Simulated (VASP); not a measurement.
Na, 1 atom in the cell. The structure is cubic, space group Im-3m (No. 229). The conventional cell has a = 4.171 Å, b = 4.171 Å, c = 4.171 Å, α = 90.00°, β = 90.00°, γ = 90.00°. Na (site symmetry m-3m) has 14 Na at 3.61 to 4.17 Å within 4.7 Å.  This cell differs from its parent crystal: strain -0.015 along x and y, -0.015 along z.

* Program: VASP 6.6.1
* Task: single point
* Functional: PBE
* Potentials or basis: VASP PAW PBE potentials, release 64 (Na_pv)
* Cutoff: 520 eV
* k mesh: 16 × 16 × 16
* Occupations: gaussian, width 0.15 eV
* Spin: no spin polarisation
* Dipole correction: no
* Further INCAR settings: ALGO = Normal; EDIFF = 1e-06; NBANDS = 10

Potentials or basis: VASP PAW PBE potentials, release 64 (Na_pv).

Run with:

```sh
$ cat potpaw_PBE.64/Na_pv/POTCAR > POTCAR
$ mpirun -np 1 vasp_std > vasp.out
```

Hardware: 1 thread of AMD EPYC 7R43 64-Core Processor (Zen 3), with other jobs on the host.

**Question.** How long does it take, and how much memory?

**Answer.** Run time: 35 s on 1 thread of AMD EPYC 7R43 64-Core Processor (Zen 3), on a shared host, peak memory 0.14 GiB. Counts: scf iterations 9, k points 145.
